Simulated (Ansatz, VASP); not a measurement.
# SiC: VASP beside Ansatz

POSCAR

```
SiC
1.0
    1.5375975033     -2.6631969973      0.0000000000
    0.0000000000      0.0000000000     -5.0481668562
    9.3536668918      5.1045496848      0.4205122991
Si C
8 8
Direct
    0.4305833333      1.0648137842      0.8333333333
   -0.0069416667      1.0023387842      0.0833333333
    0.4722333333      1.0231637842      0.3333333333
   -0.0485916667      1.0439887842      0.5833333333
    0.9236416667      0.5717554508      0.9166666667
    0.4861166667      0.5092804508      0.1666666667
    0.9652916667      0.5301054508      0.4166666667
    0.4444666667      0.5509304508      0.6666666667
    0.4305833333      0.6890195492      0.8333333333
   -0.0069416667      0.6265445492      0.0833333333
    0.4722333333      0.6473695492      0.3333333333
   -0.0485916667      0.6681945492      0.5833333333
    0.9236416667      0.1959612158      0.9166666667
    0.4861166667      0.1334862158      0.1666666667
    0.9652916667      0.1543112158      0.4166666667
    0.4444666667      0.1751362158      0.6666666667
```

The input INCAR.step1:

```
SYSTEM = SiC
ALGO = Normal
EDIFF = 1E-4
ENCUT = 520
GGA = PE
ISMEAR = 0
LASPH = .True.
LCHARG = .False.
LREAL = Auto
LWAVE = .True.
NBANDS = 46
NELM = 60
PREC = Accurate
SIGMA = 0.05
```

INCAR.step2

```
SYSTEM = SiC
ALGO = Normal
EDIFF = 1E-6
ENCUT = 520
ISIF = 2
ISMEAR = 0
ISTART = 1
LASPH = .True.
LCHARG = .True.
LELF = .True.
LMIXTAU = .True.
LREAL = Auto
LVHAR = .True.
LWAVE = .False.
METAGGA = R2SCAN
NBANDS = 46
NELM = 60
PREC = Accurate
SIGMA = 0.05
```

Contents of KPOINTS:

```
k-points
0
Gamma
  7 5 2
  0 0 0
```

Input for Ansatz:

```yaml
crystal:
  lattice:
    - [1.5375975033, -2.6631969973, 0.0]
    - [0.0, 0.0, -5.0481668562]
    - [9.3536668918, 5.1045496848, 0.4205122991]
  atoms:
    - { symbol: Si, position: [0.4305833333, 1.0648137842, 0.8333333333] }
    - { symbol: Si, position: [-0.0069416667, 1.0023387842, 0.0833333333] }
    - { symbol: Si, position: [0.4722333333, 1.0231637842, 0.3333333333] }
    - { symbol: Si, position: [-0.0485916667, 1.0439887842, 0.5833333333] }
    - { symbol: Si, position: [0.9236416667, 0.5717554508, 0.9166666667] }
    - { symbol: Si, position: [0.4861166667, 0.5092804508, 0.1666666667] }
    - { symbol: Si, position: [0.9652916667, 0.5301054508, 0.4166666667] }
    - { symbol: Si, position: [0.4444666667, 0.5509304508, 0.6666666667] }
    - { symbol: C, position: [0.4305833333, 0.6890195492, 0.8333333333] }
    - { symbol: C, position: [-0.0069416667, 0.6265445492, 0.0833333333] }
    - { symbol: C, position: [0.4722333333, 0.6473695492, 0.3333333333] }
    - { symbol: C, position: [-0.0485916667, 0.6681945492, 0.5833333333] }
    - { symbol: C, position: [0.9236416667, 0.1959612158, 0.9166666667] }
    - { symbol: C, position: [0.4861166667, 0.1334862158, 0.1666666667] }
    - { symbol: C, position: [0.9652916667, 0.1543112158, 0.4166666667] }
    - { symbol: C, position: [0.4444666667, 0.1751362158, 0.6666666667] }
basis:
  ecutwfc: 500
kpoints:
  mp_grid: { grid: [7, 5, 2] }
hamiltonian:
  xc: r2scan
scf:
  occupations: { method: gaussian, width: 0.05 }
output:
  forces: true
  stress: true
  eigenvalues: true
```

Alike in both runs: task single point; functional r2SCAN; k mesh 7 × 5 × 2; occupations gaussian, width 0.05 eV; no spin polarisation.

|  | VASP | Ansatz |
| --- | --- | --- |
| version | VASP 6.6.1 | Ansatz 0.2.0 |
| potentials or method | VASP PAW PBE potentials, release 64 (Si, C), cutoff 520 eV | scalar-relativistic, plane waves, PAW |
| valence electrons in the cell | 64 | 64 |

|  | VASP | Ansatz | Ansatz less VASP |
| --- | --- | --- | --- |
| gap on the k mesh at the Fermi level (eV) | 2.41 | 2.40 | -0.007 |
| least direct gap on the mesh (eV) | 2.94 | 2.93 | -0.007 |
| pressure (GPa) | 0.1 | 0.3 | +0.20 |
| traceless stress, the component that is largest in VASP (GPa) | -6.06 | -6.04 | +0.021 |
| rms of the force components (eV/Å) | 0.652 | 0.652 | +0.0001 |

VASP's potentials were made for PBE, not for r2SCAN. Atom by atom the forces differ by 0.004 eV/Å (rms over components).
